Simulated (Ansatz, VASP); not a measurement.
**Two plane-wave programs on Ir**

INCAR

```
SYSTEM = Ir
ALGO = Normal ; EDIFF = 1E-6
ENCUT = 520 ; GGA = CA
ISIF = 2 ; ISMEAR = -1
LASPH = .True. ; LCHARG = .False.
LREAL = .False. ; LWAVE = .False.
NBANDS = 20 ; NELM = 60
PREC = Accurate ; SIGMA = 0.1
```

The input KPOINTS:

```
k-points
0
Gamma
  10 10 13
  0 0 0
```

Contents of POSCAR:

```
Ir
1.0
    4.3697572047      0.0000000000      0.0000000000
   -2.1848786023      3.7843207477      0.0000000000
    0.0000000000      0.0000000000      2.6932910935
Ir
3
Direct
    1.0000000000      0.0000000000      0.0000000000
    0.3333333333      0.6666666667      0.5000000000
    0.6666666667      0.3333333333      0.5000000000
```

Input for Ansatz:

```yaml
crystal:
  lattice:
    - [4.3697572047, 0.0, 0.0]
    - [-2.1848786023, 3.7843207477, 0.0]
    - [0.0, 0.0, 2.6932910935]
  atoms:
    - { symbol: Ir, position: [1.0, 0.0, 0.0] }
    - { symbol: Ir, position: [0.3333333333, 0.6666666667, 0.5] }
    - { symbol: Ir, position: [0.6666666667, 0.3333333333, 0.5] }
hamiltonian:
  xc: lda
  pseudopotentials:
    kind: paw
    azcp:
      Ir: "pseudopotentials/Ir.paw.azcp"
basis:
  ecutwfc: 420
  fft_grid_basis: typed
kpoints:
  mp_grid: { grid: [10, 10, 13], shift: [0, 0, 0] }
magnetization:
  spin_polarized: false
scf:
  occupations: { method: fermi_dirac, width: 0.1 }
  lower_state_search: "off"
output:
  stress: true
```

Alike in both runs: task single point; functional LDA; k mesh 10 × 10 × 13; occupations fermi-dirac, width 0.1 eV; no spin polarisation.

|  | VASP | Ansatz |
| --- | --- | --- |
| version | VASP 6.6.1 | Ansatz 0.2.0 |
| potentials or method | VASP PAW LDA potentials, release 64 (Ir), cutoff 520 eV | plane waves (420 eV) with PAW, scalar-relativistic |
| valence electrons in the cell | 27 | 51 |

```tsv
	VASP	Ansatz	Ansatz less VASP
pressure (GPa)	-11.5	-13.4	-1.89
traceless stress, the component that is largest in VASP (GPa)	0.04	0.29	+0.256
```

Ansatz warns that its potentials were made for another functional, while VASP's fit it. LDA's correlation is that of Perdew and Zunger in VASP and of Perdew and Wang (1992) in Ansatz. VASP's potentials hold 27 valence electrons a cell and Ansatz's 51, so a difference there can come from the potentials and not from the codes.

Neither program's run includes spin-orbit coupling.
